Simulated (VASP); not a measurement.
Set up this calculation in VASP 6.6.1, as the native input.

| Property | Result |
| --- | --- |
| Task | single point |
| Functional | r2SCAN |
| Potentials or basis | VASP PAW PBE potentials, release 64 (Na_pv, Cl) |
| Cutoff | 520 eV |
| k mesh | 6 × 6 × 6 |
| Occupations | gaussian, width 0.01 eV |
| Spin | no spin polarisation |
| Dipole correction | no |
| Further INCAR settings | ALGO = Normal; EDIFF = 1e-06; NBANDS = 14 |

Crystal: NaCl.

```
Na Cl
1.0
     0.00000    2.74552    2.74552
     2.74552    0.00000    2.74552
     2.74552    2.74552    0.00000
Na Cl
1 1
Direct
  0.00000 0.00000 0.00000
  0.50000 0.50000 0.50000
```

This cell differs from its parent crystal: volume changed by -6%.

These files were run (other wordings do the same):

POSCAR

```
NaCl
1.0
    0.0000000000      2.7455172709      2.7455172709
    2.7455172709      0.0000000000      2.7455172709
    2.7455172709      2.7455172709      0.0000000000
Na Cl
1 1
Direct
    0.0000000000      0.0000000000      0.0000000000
    0.5000000000      0.5000000000      0.5000000000
```

INCAR.step1

```
PREC = Accurate
ENCUT = 520
ISMEAR = 0
SIGMA = 0.01
LREAL = False
LASPH = True
NELM = 80
NBANDS = 14
GGA = PE
ALGO = Normal
EDIFF = 1E-4
LWAVE = True
LCHARG = False
```

INCAR.step2

```
PREC = Accurate
ENCUT = 520
EDIFF = 1E-6
ISMEAR = 0
SIGMA = 0.01
LREAL = False
LASPH = True
NELM = 80
ALGO = Normal
ISIF = 2
LWAVE = False
LCHARG = False
METAGGA = R2SCAN
LMIXTAU = True
NBANDS = 14
ISTART = 1
```

KPOINTS

```
regular mesh
0
Gamma
  6 6 6
```

Potentials or basis: VASP PAW PBE potentials, release 64 (Na_pv, Cl).

Run with:

```sh
$ cat potpaw_PBE.64/Na_pv/POTCAR potpaw_PBE.64/Cl/POTCAR > POTCAR
$ cp INCAR.step1 INCAR
$ mpirun -np 1 vasp_std > vasp.out
$ cp INCAR.step2 INCAR
$ mpirun -np 1 vasp_std > vasp.out
```

It gave:

| Item | Value |
| --- | --- |
| Pressure | 1.7 GPa |
| Band gap on the k mesh | 6.27 eV, direct |

Caveat: the PAW data sets were made with another functional, which shifts forces and pressure a little.

Run time: 27 s on 1 thread of Intel(R) Xeon(R) Platinum 8488C (Sapphire Rapids) (shared host), peak memory 0.16 GiB.
